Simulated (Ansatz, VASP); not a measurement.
## Two plane-wave programs on Ni3Ge

Contents of INCAR:

```
SYSTEM = Ni3Ge
PREC = Accurate
ENCUT = 520
EDIFF = 1E-6
ISMEAR = 0
SIGMA = 0.15
LREAL = .FALSE.
LASPH = .TRUE.
NELM = 60
ALGO = Fast
ISIF = 2
LWAVE = .FALSE.
LCHARG = .FALSE.
GGA = PS
NBANDS = 54
```

File KPOINTS:

```
Automatic mesh
0
G
  12 12 12
  0 0 0
```

Contents of POSCAR:

```
Ni3Ge
1.0
   -3.5249142746      0.0000000000     -3.5249142746
    0.0000000000     -3.5249142746     -3.5249142746
   -3.5249142746     -3.5249142746      0.0000000000
Ni Ge
6 2
Direct
    0.4947946494     -0.0052053506      0.0052053506
   -0.0052053506      0.4947946494      0.5052053506
    0.4947946494     -0.0052053506      0.5052053506
   -0.0052053506      0.4947946494      0.0052053506
    0.0070923711      0.0070923711      0.4929076289
    0.5070923711      0.5070923711     -0.0070923711
    0.0026815926      0.0026815926     -0.0026815926
    0.5026815926      0.5026815926      0.4973184074
```

Input for Ansatz:

```yaml
crystal:
  lattice:
    - [-3.5249142746, 0.0, -3.5249142746]
    - [0.0, -3.5249142746, -3.5249142746]
    - [-3.5249142746, -3.5249142746, 0.0]
  atoms:
    - { symbol: Ni, position: [0.4947946494, -0.0052053506, 0.0052053506] }
    - { symbol: Ni, position: [-0.0052053506, 0.4947946494, 0.5052053506] }
    - { symbol: Ni, position: [0.4947946494, -0.0052053506, 0.5052053506] }
    - { symbol: Ni, position: [-0.0052053506, 0.4947946494, 0.0052053506] }
    - { symbol: Ni, position: [0.0070923711, 0.0070923711, 0.4929076289] }
    - { symbol: Ni, position: [0.5070923711, 0.5070923711, -0.0070923711] }
    - { symbol: Ge, position: [0.0026815926, 0.0026815926, -0.0026815926] }
    - { symbol: Ge, position: [0.5026815926, 0.5026815926, 0.4973184074] }
basis:
  ecutwfc: 420
kpoints:
  mp_grid: { grid: [12, 12, 12] }
hamiltonian:
  xc: pbesol
scf:
  occupations: { method: gaussian, width: 0.15 }
output:
  forces: true
  stress: true
  eigenvalues: true
```

Change from the starting cell: mode 21 (298.8 1/cm) frozen in, largest displacement +0.050 Å.

Alike in both runs: task single point; functional PBEsol; k mesh 12 × 12 × 12; occupations gaussian, width 0.15 eV; no spin polarisation.

|  | VASP | Ansatz |
| --- | --- | --- |
| version | VASP 6.6.1 | Ansatz 0.2.0 |
| potentials or method | VASP PAW PBE potentials, release 64 (Ni, Ge_d), cutoff 520 eV | scalar-relativistic, plane waves, PAW |
| valence electrons in the cell | 88 | 136 |

|  | VASP | Ansatz | Ansatz less VASP |
| --- | --- | --- | --- |
| gap on the k mesh at the Fermi level (eV) | none | none | - |
| pressure (GPa) | 1.0 | 0.8 | -0.27 |
| rms of the force components (eV/Å) | 0.421 | 0.423 | +0.0023 |

VASP's potentials were made for PBE, not for PBEsol. Atom by atom the forces differ by 0.004 eV/Å (rms over components). A gap of «none» marks a metal or a gap that the smearing closes. The functional is the same, so the differences come from potentials, cutoffs and numerics. VASP's potentials hold 88 valence electrons a cell and Ansatz's 136, so a difference there can come from the potentials and not from the codes.
